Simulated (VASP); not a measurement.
Crystal: Ca.

```xyz
1
Lattice="3.5674 0.0000 0.0000 0.0000 3.5674 0.0000 0.0000 0.0000 3.5674" Properties=species:S:1:pos:R:3 pbc="T T T"
Ca    0.0000    0.0000    0.0000
```

This isn't the form of Ca at room conditions, which is fcc.

* Program: VASP 6.6.1
* Task: relaxation of cell and atoms
* Functional: r2SCAN
* Potentials or basis: VASP PAW PBE potentials, release 64 (Ca_sv)
* Cutoff: 600 eV
* k mesh: 16 × 16 × 16
* Occupations: gaussian, width 0.1 eV
* Spin: no spin polarisation

At the start: pressure -0.6 GPa; volume 45.40 Å³/atom.

Problem. How do energy, volume and symmetry change on relaxing?

Solution. Over 4 steps the energy falls by 4.3 meV/atom and the volume is 42.99 Å³/atom (-5.3 %); space group Pm-3m (No. 221, to 0.1 Å) before and after.

The path:
| step | energy change (eV) | largest force (eV/Å) | pressure (GPa) | volume (Å³) |
| --- | --- | --- | --- | --- |
| 1 | 0.0000 | 0.0000 | -0.55 | 45.40 |
| 2 | -0.0028 | 0.0000 | -0.35 | 44.38 |
| 3 | -0.0042 | 0.0000 | 0.05 | 42.78 |
| 4 | -0.0043 | 0.0000 | 0.00 | 42.99 |

Final structure:
```cif
data_structure
_symmetry_space_group_name_H-M 'P 1'
_symmetry_Int_Tables_number 1
_cell_length_a 3.5032
_cell_length_b 3.5032
_cell_length_c 3.5032
_cell_angle_alpha 90.000
_cell_angle_beta 90.000
_cell_angle_gamma 90.000
_cell_volume 42.99
loop_
_atom_site_label
_atom_site_type_symbol
_atom_site_fract_x
_atom_site_fract_y
_atom_site_fract_z
_atom_site_occupancy
Ca1 Ca 0.00000 0.00000 0.00000 1
```

Caveat: the PAW data sets were made with another functional, which shifts forces and pressure a little.
